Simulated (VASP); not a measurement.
# Ba16S15 (a cell with a defect) in VASP: relaxation of the atoms with PBE

Aim: the relaxation of the atoms of Ba16S15 (a cell with a defect) with PBE.

All numbers are computed with VASP 6.6.1; they aren't measurements. Logs are shortened: lines on timing, memory, paths and dates and some standing lists are left out, and cuts for length are marked.

**1. The cell of the first run**

The cell holds a defect, 31 atoms: a = 11.135 Å, b = 11.135 Å, c = 11.135 Å, α = 109.47°, β = 109.47°, γ = 109.47°.

**2. Relaxation of the atoms, PBE (atoms taken out)**

INCAR reads:

```
SYSTEM = Ba16S15
ALGO = Normal
EDIFF = 1E-6
EDIFFG = -0.025
ENCUT = 520
GGA = PE
IBRION = 2
ISIF = 2
ISMEAR = 0
KPAR = 2
LASPH = .True.
LCHARG = .False.
LREAL = Auto
LWAVE = .False.
NELECT = 248.0
NELM = 100
NSW = 65
PREC = Accurate
SIGMA = 0.01
```

KPOINTS reads:

```
Automatic mesh
0
Gamma
  2 2 2
  0.5 0.5 0.5
```

POSCAR reads:

```
Ba16S15
1.0
   -6.4285179479     -6.4285179479      6.4285179479
    6.4285179479      6.4285179479      6.4285179479
   -6.4285179479      6.4285179479     -6.4285179479
Ba S
16 15
Direct
    0.0000000000      0.2422417125      0.7422417125
    0.2500000000      0.2500000000      0.5000000000
    0.0000000000      0.5000000000      0.5000000000
    0.5000000000      0.2500000000      0.2500000000
    0.2577582875      0.5000000000      0.2577582875
    0.0000000000      0.7577582875      0.2577582875
    0.7422417125      0.2422417125      0.0000000000
    0.5000000000      0.5000000000      0.0000000000
    0.2577582875      0.7577582875      0.0000000000
    0.0000000000      0.0000000000      0.0000000000
    0.7422417125      0.5000000000      0.7422417125
    0.5000000000      0.7500000000      0.7500000000
    0.2500000000      0.0000000000      0.7500000000
    0.7500000000      0.7500000000      0.5000000000
    0.5000000000      0.0000000000      0.5000000000
    0.7500000000      0.0000000000      0.2500000000
    0.2486545275      0.5000000000      0.7513454725
    0.0000000000      0.7486545275      0.7513454725
    0.5000000000      0.5000000000      0.5000000000
    0.2486545275      0.7486545275      0.4973090549
    0.0000000000      0.0000000000      0.5000000000
    0.7513454725      0.5000000000      0.2486545275
    0.4973090549      0.7486545275      0.2486545275
    0.2486545275     -0.0026909451      0.2486545275
    0.0000000000      0.2513454725      0.2486545275
    0.7513454725      0.7486545275      0.0000000000
    0.5000000000      0.0000000000      0.0000000000
    0.2486545275      0.2513454725      0.0000000000
    0.7513454725      0.0026909451      0.7513454725
    0.5026909451      0.2513454725      0.7513454725
    0.7513454725      0.2513454725      0.5026909451
```

Potentials or basis: VASP PAW PBE potentials, release 64 (Ba_sv, S).

The run is started by

```
cat potpaw_PBE.64/Ba_sv/POTCAR potpaw_PBE.64/S/POTCAR > POTCAR
mpirun -np 4 vasp_std > vasp.out
```

OUTCAR:

```text
SYSTEM = Ba16S15
   EDIFF = 1E-6
   EDIFFG = -0.025
   ENCUT = 520
   GGA = PE
   IBRION = 2
   ISIF = 2
   ISMEAR = 0
   LASPH = .True.
   LREAL = Auto
   NELECT = 248.0
   NELM = 100
   NSW = 65
   PREC = Accurate

 ion  position               nearest neighbor table
   1  0.000  0.242  0.742-  21 3.11  29 3.20  31 3.20  17 3.20  28 3.20  13 4.48  16 4.48   2 4.48
                            14 4.48  10 4.55   3 4.55   8 4.55  15 4.55   9 4.69   5 4.69  11 4.69
   2  0.250  0.250  0.500-  19 3.21  21 3.21  17 3.23  25 3.23  24 3.23  30 3.23   6 4.48  11 4.48
                             1 4.48   5 4.48   4 4.55   8 4.55   3 4.55  12 4.55  13 4.55  15 4.55
   3  0.000  0.500  0.500-  17 3.21  18 3.21  22 3.21  25 3.21  20 3.21  31 3.21  13 4.55  14 4.55
                             2 4.55  12 4.55  16 4.55   4 4.55   5 4.55   6 4.55   9 4.55   7 4.55
   4  0.500  0.250  0.250-  19 3.21  27 3.21  28 3.23  22 3.23  24 3.23  31 3.23   5 4.48   7 4.48
                             9 4.48  11 4.48   8 4.55   2 4.55   3 4.55  14 4.55  15 4.55  16 4.55
   5  0.258  0.500  0.258-  19 3.11  20 3.20  23 3.20  25 3.20  28 3.20   4 4.48  14 4.48   2 4.48
                            12 4.48  15 4.55   3 4.55   8 4.55  10 4.55   9 4.69   1 4.69   6 4.69
   6  0.000  0.758  0.258-  21 3.11  20 3.20  24 3.20  22 3.20  26 3.20  16 4.48   2 4.48  13 4.48
                            14 4.48   3 4.55  10 4.55  15 4.55   8 4.55   9 4.69  11 4.69   7 4.69
   7  0.742  0.242  0.000-  27 3.11  29 3.20  30 3.20  25 3.20  22 3.20  12 4.48  13 4.48  16 4.48
                             4 4.48  10 4.55   3 4.55   8 4.55  15 4.55   1 4.69   5 4.69  11 4.69
   8  0.500  0.500  0.000-  17 3.21  22 3.21  26 3.21  28 3.21  23 3.21  30 3.21  14 4.55  16 4.55
                             4 4.55  12 4.55   2 4.55  13 4.55   6 4.55   7 4.55   9 4.55  11 4.55
   9  0.258  0.758  0.000-  27 3.11  24 3.20  23 3.20  18 3.20  17 3.20  12 4.48  13 4.48  16 4.48
[... 16 lines left out ...]
  18  0.000  0.749  0.751-   9 3.20  11 3.20  10 3.21   3 3.21  14 3.23  13 3.23
  19  0.500  0.500  0.500-   5 3.11  11 3.11   2 3.21   4 3.21  12 3.21  14 3.21
  20  0.249  0.749  0.497-   5 3.20   6 3.20  15 3.21   3 3.21  13 3.23  12 3.23
  21  0.000  0.000  0.500-   1 3.11   6 3.11   2 3.21  13 3.21  14 3.21  16 3.21
  22  0.751  0.500  0.249-   6 3.20   7 3.20   3 3.21   8 3.21  14 3.23   4 3.23
  23  0.497  0.749  0.249-   5 3.20   9 3.20  15 3.21   8 3.21  14 3.23  16 3.23
  24  0.249  0.997  0.249-   6 3.20   9 3.20  15 3.21  10 3.21   2 3.23   4 3.23
  25  0.000  0.251  0.249-   5 3.20   7 3.20   3 3.21  10 3.21   2 3.23  16 3.23
  26  0.751  0.749  0.000-   6 3.20  11 3.20  10 3.21   8 3.21  12 3.23  16 3.23
  27  0.500  0.000  0.000-   7 3.11   9 3.11   4 3.21  12 3.21  13 3.21  16 3.21
  28  0.249  0.251  0.000-   1 3.20   5 3.20   8 3.21  10 3.21   4 3.23  13 3.23
  29  0.751  0.003  0.751-   1 3.20   7 3.20  15 3.21  10 3.21  14 3.23  12 3.23
  30  0.503  0.251  0.751-   7 3.20  11 3.20  15 3.21   8 3.21  13 3.23   2 3.23
  31  0.751  0.251  0.503-   1 3.20  11 3.20  15 3.21   3 3.21   4 3.23  16 3.23

  LATTYP: Found a body centered cubic cell.
 ALAT       =    12.8570358958

  Lattice vectors:

 A1 = (  -6.4285179479,  -6.4285179479,   6.4285179479)
 A2 = (   6.4285179479,   6.4285179479,   6.4285179479)
 A3 = (  -6.4285179479,   6.4285179479,  -6.4285179479)

[... 192 lines left out ...]
   LEPSILON=     F    determine dielectric tensor
   LRPA    =     F    only Hartree local field effects (RPA)
 conjugate gradient relaxation of ions
 non-spin polarized calculation
 Gauss-broadening in eV      SIGMA  =   0.01
  energy-cutoff  :      520.00
  volume of cell :     1062.66
 maximum number of plane-waves:     28640
 NGX is ok and might be reduce to    84
   NGX = 41   NGY = 41   NGZ = 41

--------------------------------------- Ionic step        1  -------------------------------------------

 number of electron     248.0000006 magnetization

 Free energy of the ion-electron system (eV)
  ---------------------------------------------------
  ext. energy  EPLUGINS =         0.00000000
  ---------------------------------------------------
  free energy    TOTEN  =      -160.74066256 eV

  energy without entropy =     -160.74066256  energy(sigma->0) =     -160.74066256

------------------------ aborting loop because EDIFF is reached ----------------------------------------

  FORCE on cell =-STRESS in cart. coord.  units (eV):
  Direction    XX          YY          ZZ          XY          YZ          ZX
  --------------------------------------------------------------------------------------
  -------------------------------------------------------------------------------------
  Total       -7.6122546     -7.6122546     -7.6122546     -0.0000000     -0.0000000     -0.0000000
  in kB      -11.4770774    -11.4770774    -11.4770774     -0.0000000     -0.0000000     -0.0000000
  external PRESSURE =     -11.4770774 kB  Pullay stress =       0.0000000 kB
[... 117 lines left out ...]
--------------------------------------- Ionic step        3  -------------------------------------------

 number of electron     247.9999999 magnetization

 Free energy of the ion-electron system (eV)
  ---------------------------------------------------
  ext. energy  EPLUGINS =         0.00000000
  ---------------------------------------------------
  free energy    TOTEN  =      -160.94259163 eV

  energy without entropy =     -160.94259163  energy(sigma->0) =     -160.94259163

 E-fermi :   1.3852     XC(G=0):  -8.3416

 val. band max:        1.3031504088   @ k =  -0.2500   0.2500   0.2500
 cond. band min:       3.3640018691   @ k =  -0.2500   0.2500   0.2500
 fundamental gap:      2.0608514603
 Fermi energy:         1.3852082955

 k-point     1 :       0.2500    0.2500    0.2500
  band No.  band energies     occupation
      1     -24.9902      2.00000
      2     -24.9855      2.00000
      3     -24.9855      2.00000
      4     -24.9855      2.00000
      5     -24.9804      2.00000
      6     -24.9804      2.00000
[... 128 lines left out ...]
    135       5.0058      0.00000
    136       5.0058      0.00000

 k-point     2 :      -0.2500    0.2500    0.2500
  band No.  band energies     occupation
      1     -24.9917      2.00000
      2     -24.9854      2.00000
      3     -24.9836      2.00000
      4     -24.9836      2.00000
      5     -24.9822      2.00000
      6     -24.9809      2.00000
[... 128 lines left out ...]
    135       5.2502      0.00000
    136       5.2502      0.00000
 [bands above 136 left out]

------------------------ aborting loop because EDIFF is reached ----------------------------------------

  FORCE on cell =-STRESS in cart. coord.  units (eV):
  Direction    XX          YY          ZZ          XY          YZ          ZX
  --------------------------------------------------------------------------------------
  -------------------------------------------------------------------------------------
  Total       -5.6528007     -5.6528007     -5.6528007     -0.0000000      0.0000000      0.0000000
  in kB       -8.5227879     -8.5227879     -8.5227879     -0.0000000      0.0000000      0.0000000
  external PRESSURE =      -8.5227879 kB  Pullay stress =       0.0000000 kB
[... 46 lines left out ...]
  FREE ENERGIE OF THE ION-ELECTRON SYSTEM (eV)
  ---------------------------------------------------
  free  energy   TOTEN  =      -160.9425916333 eV

  energy  without entropy=     -160.9425916333  energy(sigma->0) =     -160.94259163

 reached required accuracy - stopping structural energy minimisation
```

OSZICAR:

```text
N       E                     dE             d eps       ncg     rms          rms(c)
DAV:   1     0.191167979305E+04    0.19117E+04   -0.10665E+05   592   0.145E+03
DAV:   2     0.106725259302E+02   -0.19010E+04   -0.18413E+04   840   0.282E+02
DAV:   3    -0.163511987661E+03   -0.17418E+03   -0.17318E+03   672   0.886E+01
[... 36 lines left out ...]
DAV:   8    -0.160942564537E+03   -0.28572E-04   -0.56473E-05   680   0.149E-02    0.241E-02
DAV:   9    -0.160942584352E+03   -0.19815E-04   -0.20303E-05   584   0.873E-03    0.107E-02
DAV:  10    -0.160942589770E+03   -0.54183E-05   -0.70067E-06   560   0.468E-03    0.441E-03
DAV:  11    -0.160942591383E+03   -0.16135E-05   -0.16965E-06   448   0.278E-03    0.261E-03
DAV:  12    -0.160942591633E+03   -0.24985E-06   -0.23884E-07   424   0.968E-04
   3 F= -.16094259E+03 E0= -.16094259E+03  d E =-.201929E+00
```

Wall time 6.2 min (4 MPI ranks of Intel Xeon Platinum 8559C (Emerald Rapids), shared host); peak memory 0.8 GiB.

Results:

```yaml
Free_energy: -160.9426 eV
Energy_gained_by_relaxing: 6.5 meV/atom
Ionic_steps: 3
Largest_force_after_relaxing: 0.023 eV/Å
```

Forces in eV/Å, atoms in the order of the input:
```
Ba   0.000  0.005  0.000
Ba   0.000  0.000  0.000
Ba   0.000  0.000  0.000
Ba   0.000  0.000  0.000
Ba   0.005  0.000  0.000
Ba   0.000 -0.005  0.000
Ba   0.000  0.000  0.005
Ba   0.000  0.000  0.000
Ba   0.000  0.000 -0.005
Ba   0.000  0.000  0.000
Ba  -0.005  0.000  0.000
Ba   0.000  0.000  0.000
Ba   0.000  0.000  0.000
Ba   0.000  0.000  0.000
Ba   0.000  0.000  0.000
Ba   0.000  0.000  0.000
S    0.000 -0.016  0.016
S    0.016  0.000  0.016
S    0.000  0.000  0.000
S   -0.016  0.016  0.000
S    0.000  0.000  0.000
S    0.000  0.016 -0.016
S   -0.016  0.000  0.016
S    0.000  0.016  0.016
S   -0.016  0.000 -0.016
S    0.016  0.016  0.000
S    0.000  0.000  0.000
S   -0.016 -0.016  0.000
S    0.000 -0.016 -0.016
S    0.016  0.000 -0.016
S    0.016 -0.016  0.000
```

Step by step:
```csv
step,energy change (eV),largest force (eV/Å),pressure (GPa)
1,0.0000,0.5753,-1.15
2,-0.1057,0.4074,-1.06
3,-0.2019,0.0230,-0.85
```

Final structure:
```
Ba S
1.0
    -6.42852   -6.42852    6.42852
     6.42852    6.42852    6.42852
    -6.42852    6.42852   -6.42852
Ba S
16 15
Direct
  0.00000 0.23515 0.73515
  0.25000 0.25000 0.50000
  0.00000 0.50000 0.50000
  0.50000 0.25000 0.25000
  0.26485 0.50000 0.26485
  0.00000 0.76485 0.26485
  0.73515 0.23515 0.00000
  0.50000 0.50000 0.00000
  0.26485 0.76485 0.00000
  0.00000 0.00000 0.00000
  0.73515 0.50000 0.73515
  0.50000 0.75000 0.75000
  0.25000 0.00000 0.75000
  0.75000 0.75000 0.50000
  0.50000 0.00000 0.50000
  0.75000 0.00000 0.25000
  0.24671 0.50000 0.75329
  0.00000 0.74671 0.75329
  0.50000 0.50000 0.50000
  0.24671 0.74671 0.49342
  0.00000 0.00000 0.50000
  0.75329 0.50000 0.24671
  0.49342 0.74671 0.24671
  0.24671 0.99342 0.24671
  0.00000 0.25329 0.24671
  0.75329 0.74671 0.00000
  0.50000 0.00000 0.00000
  0.24671 0.25329 0.00000
  0.75329 0.00658 0.75329
  0.50658 0.25329 0.75329
  0.75329 0.25329 0.50658
```

Levels at points of the mesh, in eV from the Fermi level:
| k point | band 122 | band 123 | band 124 | band 125 | band 126 | band 127 |
| --- | --- | --- | --- | --- | --- | --- |
| (0.25, 0.25, 0.25) | -0.54 | -0.54 | -0.54 | 2.21 | 2.90 | 2.90 |

Caveat: the cell carries a net charge on a neutralising background, which shifts energy and pressure; the cell differs from its parent crystal (atoms taken out); the cell is charged against a uniform background, so pressure and absolute levels hang on convention; spin-orbit coupling is left out, which moves the levels of the heavy elements.
